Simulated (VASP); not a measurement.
# SiW3 (I4mm) in VASP: single point with PBE

Aim: the single point of SiW3 with PBE.

Program: VASP 6.6.1. These are calculated values, not measurements. Logs are shortened: lines on timing, memory, paths and dates and some standing lists are left out, and cuts for length are marked.

### Step 1. The cell of the first run

Symmetry: I4mm, No. 107, tetragonal system. The conventional cell has a = 5.208 Å, b = 5.208 Å, c = 5.208 Å, α = 90.00°, β = 90.00°, γ = 90.00°. Si (site symmetry 4mm) has 6 W at 2.50 to 2.70 Å within 3.3 Å. W (site symmetry 4mm) has 2 Si at 2.50 to 2.70 Å and 4 W at 2.61 Å within 3.3 Å. Within 3.4 Å of W (site symmetry 2mm) lie 2 Si at 2.60 Å and 4 W at 2.60 to 2.61 Å.

### Step 2. Single point, PBE (atom 2 (W) moved -0.100 Å towards its neighbour atom 1 (Si) at 2.604 Å)

File INCAR:

```
SYSTEM = SiW3
PREC     = Accurate       ! precision mode
ENCUT    = 520            ! plane-wave cutoff, eV
EDIFF    = 1E-6           ! SCF threshold, eV
ISMEAR   = 0              ! smearing method
SIGMA    = 0.15           ! smearing width, eV
LREAL    = .False.        ! projectors in reciprocal space
LASPH    = .True.         ! aspherical terms in the spheres
NELM     = 80             ! most SCF steps
ALGO     = Fast           ! electronic algorithm
ISIF     = 2              ! what is computed and relaxed
LWAVE    = .False.        ! write WAVECAR
LCHARG   = .False.        ! write CHGCAR
GGA      = PE             ! functional
NBANDS   = 31             ! bands
```

File KPOINTS:

```
regular mesh
0
Gamma
  14 14 14
  0 0 0
```

File POSCAR:

```
SiW3
1.0
   -2.6037661906      2.6037661906      2.6037661906
    2.6037661906     -2.6037661906      2.6037661906
    2.6037661906      2.6037661906     -2.6037661906
Si W
1 3
Direct
    0.0000000000      0.0000000000      0.0000000000
    0.5192029531      0.5192029531      0.0000000000
    0.5000000000      0.0000000000      0.5000000000
    0.0000000000      0.5000000000      0.5000000000
```

Potentials or basis: VASP PAW PBE potentials, release 64 (Si, W_sv).

Command:

```console
> cat potpaw_PBE.64/Si/POTCAR potpaw_PBE.64/W_sv/POTCAR > POTCAR
> mpirun -np 1 vasp_std > vasp.out
```

OUTCAR:

```text
SYSTEM = SiW3
   PREC = Accurate
   ENCUT = 520
   EDIFF = 1E-6
   ISMEAR = 0
   LREAL = .False.
   LASPH = .True.
   NELM = 80
   ISIF = 2
   GGA = PE

 ion  position               nearest neighbor table
   1  0.000  0.000  0.000-   2 2.50   3 2.60   4 2.60   4 2.60   3 2.60   2 2.70
   2  0.519  0.519  0.000-   1 2.50   3 2.61   4 2.61   3 2.61   4 2.61   1 2.70
   3  0.500  0.000  0.500-   1 2.60   4 2.60   1 2.60   4 2.60   2 2.61   2 2.61
   4  0.000  0.500  0.500-   1 2.60   3 2.60   1 2.60   3 2.60   2 2.61   2 2.61

  LATTYP: Found a body centered cubic cell.
 ALAT       =     5.2075323812

  Lattice vectors:

 A1 = (  -2.6037661906,   2.6037661906,   2.6037661906)
 A2 = (   2.6037661906,  -2.6037661906,   2.6037661906)
 A3 = (   2.6037661906,   2.6037661906,  -2.6037661906)

Analysis of symmetry for initial positions (statically):
=====================================================================
 Subroutine PRICEL returns:
 Original cell was already a primitive cell.

 Routine SETGRP: Setting up the symmetry group for a
 body centered cubic supercell.

 Subroutine GETGRP returns: Found  8 space group operations
 (whereof  8 operations were pure point group operations)
 out of a pool of 48 trial point group operations.

The static configuration has the point symmetry C_4v.

Analysis of symmetry for dynamics (positions and initial velocities):
=====================================================================
 Subroutine PRICEL returns:
 Original cell was already a primitive cell.

 Routine SETGRP: Setting up the symmetry group for a
 body centered cubic supercell.

 Subroutine GETGRP returns: Found  8 space group operations
 (whereof  8 operations were pure point group operations)
 out of a pool of 48 trial point group operations.

The dynamic configuration has the point symmetry C_4v.

 Subroutine INISYM returns: Found  8 space group operations
 (whereof  8 operations are pure point group operations),
 and found     1 'primitive' translations

----------------------------------------------------------------------------------------

                                     Primitive cell

  volume of cell :      70.6100

  direct lattice vectors                    reciprocal lattice vectors
    -2.603766191  2.603766191  2.603766191     0.000000000  0.192029531  0.192029531
     2.603766191 -2.603766191  2.603766191     0.192029531  0.000000000  0.192029531
     2.603766191  2.603766191 -2.603766191     0.192029531  0.192029531  0.000000000

  length of vectors
     4.509855333  4.509855333  4.509855333     0.271570767  0.271570767  0.271570767

  position of ions in fractional coordinates (direct lattice)
     0.000000000  0.000000000  0.000000000
     0.519202953  0.519202953  0.000000000
     0.500000000  0.000000000  0.500000000
     0.000000000  0.500000000  0.500000000

  ion indices of the primitive-cell ions
   primitive index   ion index
                 1           1
                 2           2
                 3           3
                 4           4

----------------------------------------------------------------------------------------

 KPOINTS: regular mesh

Automatic generation of k-mesh.
 Grid dimensions read from file:
 generate k-points for:   14   14   14

 Generating k-lattice:

  Cartesian coordinates                     Fractional coordinates (reciprocal lattice)
     0.000000000  0.013716395  0.013716395     0.071428571  0.000000000  0.000000000
     0.013716395  0.000000000  0.013716395     0.000000000  0.071428571  0.000000000
     0.013716395  0.013716395  0.000000000     0.000000000  0.000000000  0.071428571

  Length of vectors
     0.019397912  0.019397912  0.019397912

  Shift w.r.t. Gamma in fractional coordinates (k-lattice)
     0.000000000  0.000000000  0.000000000

 Subroutine IBZKPT returns following result:
 ===========================================

 Found    244 irreducible k-points:

 Following reciprocal coordinates:
            Coordinates               Weight
  0.000000  0.000000  0.000000      1.000000
  0.071429  0.000000  0.000000      8.000000
  0.000000  0.000000  0.071429      4.000000
  0.142857  0.000000  0.000000      8.000000
  0.000000  0.000000  0.142857      4.000000
  0.214286  0.000000  0.000000      8.000000
[... 16 lines left out ...]
  0.071429 -0.000000  0.214286     16.000000
  0.285714  0.071429  0.000000     16.000000
 [... further k-points ...]
   k-points           NKPTS =    244   k-points in BZ     NKDIM =    244   number of bands    NBANDS=     31
   number of dos      NEDOS =    301   number of ions     NIONS =      4
   total plane-waves  NPLWV =  46656
   dimension x,y,z NGX =    36 NGY =   36 NGZ =   36
   dimension x,y,z NGXF=    72 NGYF=   72 NGZF=   72
   ions per type =               1   3
   NGX,Y,Z   is equivalent  to a cutoff of  13.27, 13.27, 13.27 a.u.
   NGXF,Y,Z  is equivalent  to a cutoff of  26.54, 26.54, 26.54 a.u.
 SYSTEM =  SiW3
   PREC   = accura    normal or accurate (medium, high low for compatibility)
   ISTART =      0    job   : 0-new  1-cont  2-samecut
   ICHARG =      2    charge: 1-file 2-atom 10-const
   ISPIN  =      1    spin polarized calculation?
   LNONCOLLINEAR =      F non collinear calculations
   LSORBIT =      F    spin-orbit coupling
   LASPH  =      T    aspherical Exc in radial PAW
   ENCUT  =  520.0 eV  38.22 Ry    6.18 a.u.   8.39  8.39  8.39*2*pi/ulx,y,z
   NELM   =     80;   NELMIN=  2; NELMDL= -5     # of ELM steps
   EDIFF  = 0.1E-05   stopping-criterion for ELM
   LREAL  =      F    real-space projection
   EDIFFG = 0.1E-04   stopping-criterion for IOM
   NSW    =      0    number of steps for IOM
   IBRION =     -1    ionic relax: 0-MD 1-quasi-New 2-CG
   NFREE  =      0    steps in history (QN), initial steepest desc. (CG)
   ISIF   =      2    stress and relaxation
   ISYM   =      2    0-nonsym 1-usesym 2-fastsym
   POTIM  = 0.5000    time-step for ionic-motion
   TEBEG  =    0.0;   TEEND  =   0.0 temperature during run
   PSTRESS=    0.0 pullay stress
   NELECT =      46.0000    total number of electrons
   NUPDOWN=      -1.0000    fix difference up-down
   EMIN   =  10.00;   EMAX   =-10.00  energy-range for DOS
   EFERMI =   0.00;   METHOD = LEGACY
   ISMEAR =     0;   SIGMA  =   0.15  broadening in eV -4-tet -1-fermi 0-gaus
   EFERMI_NEDOS =   21; number of points for ismear=-14 and -15
   IALGO  =     68    algorithm
   IMIX   =      4    mixing-type and parameters
     AMIX     =   0.40;   BMIX     =  1.00
     AMIX_MAG =   1.60;   BMIX_MAG =  1.00
  volume/ion in A,a.u.               =      17.65       119.12
  Fermi-wavevector in a.u.,A,eV,Ry     =   1.419184  2.681869 27.403277  2.014084
  Thomas-Fermi vector in A             =   2.540231
   LORBIT       =      0    0 simple, 1 ext, 2 COOP (PROOUT), +10 PAW based schemes
   GGA     = PE    functional components
   LHFCALC =     F    Hartree Fock is set to
   AEXX    =    0.0000 exact exchange contribution
   IVDW    =     0    specifies the selected vdW correction
   LEPSILON=     F    determine dielectric tensor
   LRPA    =     F    only Hartree local field effects (RPA)
 non-spin polarized calculation
 RMM-DIIS sequential band-by-band and
 Gauss-broadening in eV      SIGMA  =   0.15
  energy-cutoff  :      520.00
  volume of cell :       70.61
 maximum number of plane-waves:      1926
 NGX is ok and might be reduce to    36
   NGX = 17   NGY = 17   NGZ = 17

 number of electron      46.0000004 magnetization

 Free energy of the ion-electron system (eV)
  ---------------------------------------------------
  ext. energy  EPLUGINS =         0.00000000
  ---------------------------------------------------
  free energy    TOTEN  =       -38.92297199 eV

  energy without entropy =      -38.86995997  energy(sigma->0) =      -38.89646598

 E-fermi :   9.0894     XC(G=0): -12.2638

 val. band max:        9.0859443154   @ k =   0.5000   0.5000   0.5000
 cond. band min:       9.0895497410   @ k =   0.4286   0.2857  -0.3571
 fundamental gap:      0.0036054256
 Fermi energy:         9.0894376161

 k-point     1 :       0.0000    0.0000    0.0000
  band No.  band energies     occupation
      1     -64.9059      2.00000
      2     -64.7479      2.00000
      3     -64.7353      2.00000
      4     -29.6780      2.00000
      5     -29.6632      2.00000
      6     -29.6632      2.00000
[... 23 lines left out ...]
     30      12.8519      0.00000
     31      14.4526      0.00000

 k-point     2 :       0.0714    0.0000    0.0000
  band No.  band energies     occupation
      1     -64.9041      2.00000
      2     -64.7494      2.00000
      3     -64.7358      2.00000
      4     -29.6635      2.00000
      5     -29.6633      2.00000
      6     -29.6471      2.00000
[... 23 lines left out ...]
     30      12.7706      0.00000
     31      14.2605      0.00000

 k-point     3 :       0.0000    0.0000    0.0714
  band No.  band energies     occupation
      1     -64.9042      2.00000
      2     -64.7480      2.00000
      3     -64.7371      2.00000
      4     -29.6791      2.00000
      5     -29.6484      2.00000
      6     -29.6467      2.00000
[... 23 lines left out ...]
     30      12.7499      0.00000
     31      14.2859      0.00000

 k-point     4 :       0.1429    0.0000    0.0000
  band No.  band energies     occupation
      1     -64.8986      2.00000
      2     -64.7540      2.00000
      3     -64.7367      2.00000
      4     -29.6643      2.00000
      5     -29.6195      2.00000
      6     -29.5999      2.00000
[... 23 lines left out ...]
     30      12.5811      0.00000
     31      13.6640      0.00000

 k-point     5 :       0.0000    0.0000    0.1429
  band No.  band energies     occupation
      1     -64.8990      2.00000
      2     -64.7481      2.00000
      3     -64.7421      2.00000
      4     -29.6803      2.00000
      5     -29.6045      2.00000
      6     -29.5996      2.00000
[... 23 lines left out ...]
     30      12.5629      0.00000
     31      13.7192      0.00000
[... 542 lines left out ...]
     30      12.4043      0.00000
     31      12.9660      0.00000

 k-point    22 :       0.0000    0.2143    0.0714
  band No.  band energies     occupation
      1     -64.8837      2.00000
      2     -64.7661      2.00000
      3     -64.7398      2.00000
      4     -29.6509      2.00000
      5     -29.5456      2.00000
      6     -29.4288      2.00000
[... 23 lines left out ...]
     30      12.4421      0.00000
     31      12.9766      0.00000

 k-point    23 :       0.0714   -0.0000    0.2143
  band No.  band energies     occupation
      1     -64.8848      2.00000
      2     -64.7582      2.00000
      3     -64.7465      2.00000
      4     -29.6668      2.00000
      5     -29.5308      2.00000
      6     -29.4292      2.00000
[... 23 lines left out ...]
     30      12.4608      0.00000
     31      12.9867      0.00000

 k-point    24 :       0.2857    0.0714    0.0000
  band No.  band energies     occupation
      1     -64.8706      2.00000
      2     -64.7813      2.00000
      3     -64.7378      2.00000
      4     -29.6520      2.00000
      5     -29.4362      2.00000
      6     -29.3214      2.00000
[... 23 lines left out ...]
     30      12.2488      0.00000
     31      12.4598      0.00000

 [... further k-points ...]
[... 5 lines left out ...]
  --------------------------------------------------------------------------------------
  -------------------------------------------------------------------------------------
  Total        0.0353921      0.0353921      0.7698575      0.0000000      0.0000000      0.0000000
  in kB        0.8030657      0.8030657     17.4684746      0.0000000      0.0000000      0.0000000
  external PRESSURE =       6.3582020 kB  Pullay stress =       0.0000000 kB

 VOLUME and BASIS-vectors are now :
 -----------------------------------------------------------------------------
  energy-cutoff  :      520.00
  volume of cell :       70.61
      direct lattice vectors                 reciprocal lattice vectors
    -2.603766191  2.603766191  2.603766191     0.000000000  0.192029531  0.192029531
     2.603766191 -2.603766191  2.603766191     0.192029531  0.000000000  0.192029531
     2.603766191  2.603766191 -2.603766191     0.192029531  0.192029531  0.000000000

 POSITION                                       TOTAL-FORCE (eV/Angst)
 -----------------------------------------------------------------------------------
      0.00000      0.00000      0.00000         0.000000      0.000000      0.838899
      0.00000      0.00000      2.70377        -0.000000     -0.000000      0.186438
      0.00000      2.60377      0.00000        -0.000000     -0.000000     -0.512669
      2.60377      0.00000      0.00000         0.000000      0.000000     -0.512669
 -----------------------------------------------------------------------------------
    total drift:                               -0.000000     -0.000000     -0.000050

  FREE ENERGIE OF THE ION-ELECTRON SYSTEM (eV)
  ---------------------------------------------------
  free  energy   TOTEN  =       -38.9229719885 eV

  energy  without entropy=      -38.8699599707  energy(sigma->0) =      -38.89646598
```

Run time: 10 min. Hardware: 1 thread of Intel Xeon Platinum 8259CL at 2.50GHz (Skylake/Cascade Lake), shared host; peak memory 0.52 GiB.

What came out:

```yaml
Free_energy: -38.9230 eV
Pressure: 0.6 GPa
Largest_force: 0.839 eV/Å
Band_gap_on_the_k_mesh: zero (bands 23 and 24 overlap by 1.59 eV)
```

Forces in eV/Å, atoms in the order of the input:
```
Si   0.000  0.000  0.839
W    0.000  0.000  0.186
W    0.000  0.000 -0.513
W    0.000  0.000 -0.513
```

Caveat: the cell differs from its parent crystal (atom 2 (W) moved -0.100 Å towards its neighbour atom 1 (Si) at 2.604 Å); spin-orbit coupling is left out, which moves the levels of the heavy elements.
